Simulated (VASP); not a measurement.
# As (Cmce) in VASP: further runs

Runs on As. Level: PBEsol. Tasks: single point.

Everything below comes from runs of VASP 6.6.1. Logs are shortened: lines on timing, memory, paths and dates and some standing lists are left out, and cuts for length are marked.

### Step 1. The cell of the first run

The structure is orthorhombic, space group Cmce (No. 64). Conventional cell: a = 3.650 Å, b = 11.000 Å, c = 4.470 Å, α = 90.00°, β = 90.00°, γ = 90.00°. As (site symmetry m) has 5 As at 2.48 to 3.32 Å within 3.4 Å.

### Step 2. Single point, PBEsol

Input file INCAR:

```
PREC     = Accurate       # precision mode
ENCUT    = 520            # plane-wave cutoff, eV
EDIFF    = 1E-7           # SCF threshold, eV
ISMEAR   = -1             # smearing method
SIGMA    = 0.05           # smearing width, eV
LREAL    = F              # projectors in reciprocal space
LASPH    = T              # aspherical terms in the spheres
NELM     = 60             # most SCF steps
ALGO     = Normal         # electronic algorithm
ISIF     = 2              # what is computed and relaxed
LWAVE    = F              # write WAVECAR
LCHARG   = F              # write CHGCAR
GGA      = PS             # functional
NBANDS   = 18             # bands
```

Input file KPOINTS:

```
Automatic mesh
0
Gamma
  6 6 4
```

Input file POSCAR:

```
As
1.0
    1.8250000000     -5.5000000000      0.0000000000
    1.8250000000      5.5000000000      0.0000000000
    0.0000000000      0.0000000000      4.4700000000
As
4
Direct
    0.3900000000      0.6100000000      0.5600000000
    0.8900000000      0.1100000000      0.9400000000
    0.6100000000      0.3900000000      0.4400000000
    0.1100000000      0.8900000000      0.0600000000
```

Potentials or basis: VASP PAW PBE potentials, release 64 (As).

On the command line:

```sh
$ cat potpaw_PBE.64/As/POTCAR > POTCAR
$ mpirun -np 1 vasp_std > vasp.out
```

OUTCAR:

```text
PREC = Accurate
   ENCUT = 520
   EDIFF = 1E-7
   ISMEAR = -1
   LREAL = F
   LASPH = T
   NELM = 60
   ISIF = 2
   GGA = PS

 ion  position               nearest neighbor table
   1  0.390  0.610  0.560-   3 2.48   2 2.49   2 2.49
   2  0.890  0.110  0.940-   4 2.48   1 2.49   1 2.49
   3  0.610  0.390  0.440-   1 2.48   4 2.49   4 2.49
   4  0.110  0.890  0.060-   2 2.48   3 2.49   3 2.49

  LATTYP: Found a base centered orthorhombic cell.
 ALAT       =     3.6500000000
 B/A-ratio  =     3.0136986301
 C/A-ratio  =     1.2246575342

  Lattice vectors:

 A1 = (   1.8250000000,  -5.5000000000,   0.0000000000)
 A2 = (   1.8250000000,   5.5000000000,   0.0000000000)
 A3 = (   0.0000000000,   0.0000000000,   4.4700000000)

Analysis of symmetry for initial positions (statically):
=====================================================================
 Subroutine PRICEL returns:
 Original cell was already a primitive cell.

 Routine SETGRP: Setting up the symmetry group for a
 base centered orthorhombic supercell.

 Subroutine GETGRP returns: Found  8 space group operations
 (whereof  4 operations were pure point group operations)
 out of a pool of  8 trial point group operations.

The static configuration has the point symmetry C_2h.
 The point group associated with its full space group is D_2h.

Analysis of symmetry for dynamics (positions and initial velocities):
=====================================================================
 Subroutine PRICEL returns:
 Original cell was already a primitive cell.

 Routine SETGRP: Setting up the symmetry group for a
 base centered orthorhombic supercell.

 Subroutine GETGRP returns: Found  8 space group operations
 (whereof  4 operations were pure point group operations)
 out of a pool of  8 trial point group operations.

The dynamic configuration has the point symmetry C_2h.
 The point group associated with its full space group is D_2h.

 Subroutine INISYM returns: Found  8 space group operations
 (whereof  4 operations are pure point group operations),
 and found     1 'primitive' translations

----------------------------------------------------------------------------------------

                                     Primitive cell

  volume of cell :      89.7353

  direct lattice vectors                    reciprocal lattice vectors
     1.825000000 -5.500000000  0.000000000     0.273972603 -0.090909091  0.000000000
     1.825000000  5.500000000  0.000000000     0.273972603  0.090909091  0.000000000
     0.000000000  0.000000000  4.470000000     0.000000000  0.000000000  0.223713647

  length of vectors
     5.794879205  5.794879205  4.470000000     0.288661480  0.288661480  0.223713647

  position of ions in fractional coordinates (direct lattice)
     0.390000000  0.610000000  0.560000000
     0.890000000  0.110000000  0.940000000
     0.610000000  0.390000000  0.440000000
     0.110000000  0.890000000  0.060000000

  ion indices of the primitive-cell ions
   primitive index   ion index
                 1           1
                 2           2
                 3           3
                 4           4

----------------------------------------------------------------------------------------

 KPOINTS: Automatic mesh

Automatic generation of k-mesh.
 Grid dimensions read from file:
 generate k-points for:    6    6    4

 Generating k-lattice:

  Cartesian coordinates                     Fractional coordinates (reciprocal lattice)
     0.045662100 -0.015151515  0.000000000     0.166666667 -0.000000000  0.000000000
     0.045662100  0.015151515  0.000000000    -0.000000000  0.166666667  0.000000000
     0.000000000  0.000000000  0.055928412     0.000000000  0.000000000  0.250000000

  Length of vectors
     0.048110247  0.048110247  0.055928412

  Shift w.r.t. Gamma in fractional coordinates (k-lattice)
     0.000000000  0.000000000  0.000000000

 Subroutine IBZKPT returns following result:
 ===========================================

 Found     39 irreducible k-points:

 Following reciprocal coordinates:
            Coordinates               Weight
  0.000000  0.000000  0.000000      1.000000
  0.166667 -0.000000  0.000000      4.000000
  0.333333 -0.000000  0.000000      4.000000
  0.500000  0.000000  0.000000      2.000000
  0.166667  0.166667  0.000000      2.000000
  0.333333  0.166667  0.000000      4.000000
[... 16 lines left out ...]
  0.333333  0.333333  0.250000      4.000000
  0.500000  0.333333  0.250000      8.000000
 [... further k-points ...]
   k-points           NKPTS =     39   k-points in BZ     NKDIM =     39   number of bands    NBANDS=     18
   number of dos      NEDOS =    301   number of ions     NIONS =      4
   total plane-waves  NPLWV =  82944
   dimension x,y,z NGX =    48 NGY =   48 NGZ =   36
   dimension x,y,z NGXF=    96 NGYF=   96 NGZF=   72
   ions per type =               4
   NGX,Y,Z   is equivalent  to a cutoff of  13.77, 13.77, 13.39 a.u.
   NGXF,Y,Z  is equivalent  to a cutoff of  27.54, 27.54, 26.78 a.u.
 SYSTEM =  unknown system
   PREC   = accura    normal or accurate (medium, high low for compatibility)
   ISTART =      0    job   : 0-new  1-cont  2-samecut
   ICHARG =      2    charge: 1-file 2-atom 10-const
   ISPIN  =      1    spin polarized calculation?
   LNONCOLLINEAR =      F non collinear calculations
   LSORBIT =      F    spin-orbit coupling
   LASPH  =      T    aspherical Exc in radial PAW
   ENCUT  =  520.0 eV  38.22 Ry    6.18 a.u.  10.77 10.77  8.31*2*pi/ulx,y,z
   NELM   =     60;   NELMIN=  2; NELMDL= -5     # of ELM steps
   EDIFF  = 0.1E-06   stopping-criterion for ELM
   LREAL  =      F    real-space projection
   EDIFFG = 0.1E-05   stopping-criterion for IOM
   NSW    =      0    number of steps for IOM
   IBRION =     -1    ionic relax: 0-MD 1-quasi-New 2-CG
   NFREE  =      0    steps in history (QN), initial steepest desc. (CG)
   ISIF   =      2    stress and relaxation
   ISYM   =      2    0-nonsym 1-usesym 2-fastsym
   POTIM  = 0.5000    time-step for ionic-motion
   TEBEG  =    0.0;   TEEND  =   0.0 temperature during run
   PSTRESS=    0.0 pullay stress
   NELECT =      20.0000    total number of electrons
   NUPDOWN=      -1.0000    fix difference up-down
   EMIN   =  10.00;   EMAX   =-10.00  energy-range for DOS
   EFERMI =   0.00;   METHOD = LEGACY
   ISMEAR =    -1;   SIGMA  =   0.05  broadening in eV -4-tet -1-fermi 0-gaus
   EFERMI_NEDOS =   21; number of points for ismear=-14 and -15
   IALGO  =     38    algorithm
   IMIX   =      4    mixing-type and parameters
     AMIX     =   0.40;   BMIX     =  1.00
     AMIX_MAG =   1.60;   BMIX_MAG =  1.00
  volume/ion in A,a.u.               =      22.43       151.39
  Fermi-wavevector in a.u.,A,eV,Ry     =   0.992576  1.875697 13.404559  0.985207
  Thomas-Fermi vector in A             =   2.124398
   LORBIT       =      0    0 simple, 1 ext, 2 COOP (PROOUT), +10 PAW based schemes
   GGA     = PS    functional components
   LHFCALC =     F    Hartree Fock is set to
   AEXX    =    0.0000 exact exchange contribution
   IVDW    =     0    specifies the selected vdW correction
   LEPSILON=     F    determine dielectric tensor
   LRPA    =     F    only Hartree local field effects (RPA)
 non-spin polarized calculation
  energy-cutoff  :      520.00
  volume of cell :       89.74
 maximum number of plane-waves:      2436
 NGX is ok and might be reduce to    48
   NGX = 21   NGY = 21   NGZ = 17

 number of electron      20.0000001 magnetization

 Free energy of the ion-electron system (eV)
  ---------------------------------------------------
  ext. energy  EPLUGINS =         0.00000000
  ---------------------------------------------------
  free energy    TOTEN  =       -20.25558982 eV

  energy without entropy =      -20.25386105  energy(sigma->0) =      -20.25472543

 E-fermi :   4.6063     XC(G=0):  -9.9003

 val. band max:        4.5177865364   @ k =  -0.3333   0.3333   0.0000
 cond. band min:       4.7280585649   @ k =   0.5000   0.1667   0.0000
 fundamental gap:      0.2102720285
 Fermi energy:         4.6062534627

 k-point     1 :       0.0000    0.0000    0.0000
  band No.  band energies     occupation
      1     -10.1118      2.00000
      2      -7.3288      2.00000
      3      -4.7024      2.00000
      4      -1.4016      2.00000
      5      -1.3188      2.00000
      6       0.3521      2.00000
[... 10 lines left out ...]
     17      11.7004      0.00000
     18      11.8464      0.00000

 k-point     2 :       0.1667   -0.0000    0.0000
  band No.  band energies     occupation
      1      -9.8189      2.00000
      2      -7.0984      2.00000
      3      -5.0298      2.00000
      4      -2.0860      2.00000
      5      -1.0631      2.00000
      6       0.6498      2.00000
[... 10 lines left out ...]
     17      10.2520      0.00000
     18      11.5885      0.00000

 k-point     3 :       0.3333   -0.0000    0.0000
  band No.  band energies     occupation
      1      -8.9633      2.00000
      2      -6.4033      2.00000
      3      -6.1302      2.00000
      4      -3.7060      2.00000
      5      -0.1133      2.00000
      6       0.5731      2.00000
[... 10 lines left out ...]
     17      11.7024      0.00000
     18      11.9492      0.00000

 k-point     4 :       0.5000    0.0000    0.0000
  band No.  band energies     occupation
      1      -7.6406      2.00000
      2      -7.6406      2.00000
      3      -5.2494      2.00000
      4      -5.2494      2.00000
      5       0.8830      2.00000
      6       0.8830      2.00000
[... 375 lines left out ...]
      4      -2.8834      2.00000
      5      -0.4168      2.00000
      6       1.6310      2.00000
[... 10 lines left out ...]
     17      10.9259      0.00000
     18      12.0422      0.00000

 k-point    23 :       0.3333    0.3333    0.2500
  band No.  band energies     occupation
      1      -8.4175      2.00000
      2      -7.1043      2.00000
      3      -5.9321      2.00000
      4      -3.8274      2.00000
      5      -0.9564      2.00000
      6       0.0979      2.00000
[... 10 lines left out ...]
     17      10.5380      0.00000
     18      10.9407      0.00000

 k-point    24 :       0.5000    0.3333    0.2500
  band No.  band energies     occupation
      1      -9.1968      2.00000
      2      -7.7675      2.00000
      3      -5.3387      2.00000
      4      -3.4028      2.00000
      5      -0.1830      2.00000
      6       1.0004      2.00000
[... 10 lines left out ...]
     17      10.7760      0.00000
     18      12.1081      0.00000

 [... further k-points ...]

------------------------ aborting loop because EDIFF is reached ----------------------------------------

  FORCE on cell =-STRESS in cart. coord.  units (eV):
  Direction    XX          YY          ZZ          XY          YZ          ZX
  --------------------------------------------------------------------------------------
  -------------------------------------------------------------------------------------
  Total        0.9067609     -0.0398072     -0.6700149      0.0000000      0.0000000      0.0000000
  in kB       16.1897558     -0.7107370    -11.9627752      0.0000000      0.0000000      0.0000000
  external PRESSURE =       1.1720812 kB  Pullay stress =       0.0000000 kB

 VOLUME and BASIS-vectors are now :
 -----------------------------------------------------------------------------
  energy-cutoff  :      520.00
  volume of cell :       89.74
      direct lattice vectors                 reciprocal lattice vectors
     1.825000000 -5.500000000  0.000000000     0.273972603 -0.090909091  0.000000000
     1.825000000  5.500000000  0.000000000     0.273972603  0.090909091  0.000000000
     0.000000000  0.000000000  4.470000000     0.000000000  0.000000000  0.223713647

 POSITION                                       TOTAL-FORCE (eV/Angst)
 -----------------------------------------------------------------------------------
      1.82500      1.21000      2.50320         0.000000      0.074077      0.034756
      1.82500     -4.29000      4.20180         0.000000      0.074077     -0.034756
      1.82500     -1.21000      1.96680         0.000000     -0.074077     -0.034756
      1.82500      4.29000      0.26820         0.000000     -0.074077      0.034756
 -----------------------------------------------------------------------------------
    total drift:                               -0.000000      0.000000     -0.000000

  FREE ENERGIE OF THE ION-ELECTRON SYSTEM (eV)
  ---------------------------------------------------
  free  energy   TOTEN  =       -20.2555898157 eV

  energy  without entropy=      -20.2538610450  energy(sigma->0) =      -20.25472543
```

Run time: 95 s. Hardware: 1 thread of Intel Xeon Platinum 8259CL at 2.50GHz (Skylake/Cascade Lake), shared host; peak memory 0.28 GiB.

Results:

- Free energy: -20.2556 eV
- Pressure: 0.1 GPa
- Largest force: 0.082 eV/Å

Forces on the atoms (eV/Å):
```
As   0.000  0.074  0.035
As   0.000  0.074 -0.035
As   0.000 -0.074 -0.035
As   0.000 -0.074  0.035
```

Caveat: the PAW data sets were made with another functional, which shifts forces and pressure a little.

(Continued in part 2 of 2.)
